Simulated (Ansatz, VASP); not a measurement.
**VN2 in VASP and in Ansatz**

File INCAR:

```
PREC     = Accurate       # precision mode
ENCUT    = 520            # plane-wave cutoff, eV
EDIFF    = 1E-6           # SCF threshold, eV
ISMEAR   = 0              # smearing method
SIGMA    = 0.1            # smearing width, eV
LREAL    = F              # projectors in reciprocal space
LASPH    = T              # aspherical terms in the spheres
NELM     = 100            # most SCF steps
ALGO     = Normal         # electronic algorithm
ISIF     = 2              # what is computed and relaxed
LWAVE    = F              # write WAVECAR
LCHARG   = T              # write CHGCAR
GGA      = PS             # functional
LELF     = T              # ELF
LVHAR    = T            
NBANDS   = 32             # bands
```

The input KPOINTS:

```
Automatic mesh
0
Gamma
  1 1 1
```

The input POSCAR:

```
VN2
1.0
   -2.1507500000      2.1507500000      2.4913500000
    2.1507500000     -2.1507500000      2.4913500000
    2.1507500000      2.1507500000     -2.4913500000
V N
2 4
Direct
    0.2500000000      0.2500000000      0.0000000000
    0.7500000000      0.7500000000      0.0000000000
    0.1151000000      0.6151000000      0.7302000000
    0.6151000000      0.8849000000      0.5000000000
    0.8849000000      0.3849000000      0.2698000000
    0.3849000000      0.1151000000      0.5000000000
```

Input for Ansatz:

```yaml
crystal:
  lattice:
    - [-2.15075, 2.15075, 2.49135]
    - [2.15075, -2.15075, 2.49135]
    - [2.15075, 2.15075, -2.49135]
  atoms:
    - { symbol: V, position: [0.25, 0.25, 0.0] }
    - { symbol: V, position: [0.75, 0.75, 0.0] }
    - { symbol: "N", position: [0.1151, 0.6151, 0.7302] }
    - { symbol: "N", position: [0.6151, 0.8849, 0.5] }
    - { symbol: "N", position: [0.8849, 0.3849, 0.2698] }
    - { symbol: "N", position: [0.3849, 0.1151, 0.5] }
basis:
  ecutwfc: 420
kpoints:
  mp_grid: { grid: [1, 1, 1] }
hamiltonian:
  xc: pbesol
scf:
  occupations: { method: gaussian, width: 0.1 }
output:
  forces: true
  stress: true
  eigenvalues: true
```

Alike in both runs: task single point; functional PBEsol; k mesh 1 × 1 × 1; occupations gaussian, width 0.1 eV; no spin polarisation.

```csv
,VASP,Ansatz
version,VASP 6.6.1,Ansatz 0.2.0
potentials or method,"VASP PAW PBE potentials, release 64 (V_sv, N), cutoff 520 eV","scalar-relativistic, plane waves, PAW"
valence electrons in the cell,46,46
```

```tsv
	VASP	Ansatz	Ansatz less VASP
gap on the k mesh at the Fermi level (eV)	2.00	2.01	+0.014
least direct gap on the mesh (eV)	2.00	2.01	+0.014
pressure (GPa)	-12.2	-12.6	-0.43
traceless stress, the component that is largest in VASP (GPa)	13.10	13.25	+0.155
rms of the force components (eV/Å)	0.109	0.087	-0.0218
```

VASP's potentials were made for PBE, not for PBEsol. Atom by atom the forces differ by 0.022 eV/Å (rms over components). The functional is the same, so the differences come from potentials, cutoffs and numerics.

The k mesh is coarse, so the values compare programs but aren't converged.
